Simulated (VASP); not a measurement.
Here is a VASP 6.6.1 calculation.

File INCAR:

```
ALGO     = Normal         # electronic algorithm
EDIFF    = 1E-6           # SCF threshold, eV
ENCUT    = 520            # plane-wave cutoff, eV
GGA      = PE             # functional
ISIF     = 2              # what is computed and relaxed
ISMEAR   = 0              # smearing method
LASPH    = True           # aspherical terms in the spheres
LCHARG   = True           # write CHGCAR
LELF     = True           # ELF
LREAL    = False          # projectors in reciprocal space
LVHAR    = True         
LWAVE    = False          # write WAVECAR
NBANDS   = 24             # bands
NELM     = 100            # most SCF steps
PREC     = Accurate       # precision mode
SIGMA    = 0.1            # smearing width, eV
```

Contents of KPOINTS:

```
k-points
0
Gamma
  6 6 6
```

POSCAR

```
Ta2Ga
1.0
    4.7105672412      0.0000000000      0.0000000000
   -2.3552836206      4.0794708971      0.0000000000
    0.0000000000      0.0000000000      2.7691920770
Ta Ga
2 1
Direct
    0.3333333333      0.6666666667      0.5000000000
    0.6666666667      0.3333333333      0.5000000000
    0.0000000000      0.0000000000      0.0000000000
```

Potentials or basis: VASP PAW PBE potentials, release 64 (Ta_pv, Ga_d).

Launch:

```sh
$ cat potpaw_PBE.64/Ta_pv/POTCAR potpaw_PBE.64/Ga_d/POTCAR > POTCAR
$ mpirun -np 1 vasp_std > vasp.out
```

(1) Estimate the pressure.

## Answers

(1) 0.3 GPa.

Caveat: the k points lie up to 0.38 Å⁻¹ apart.
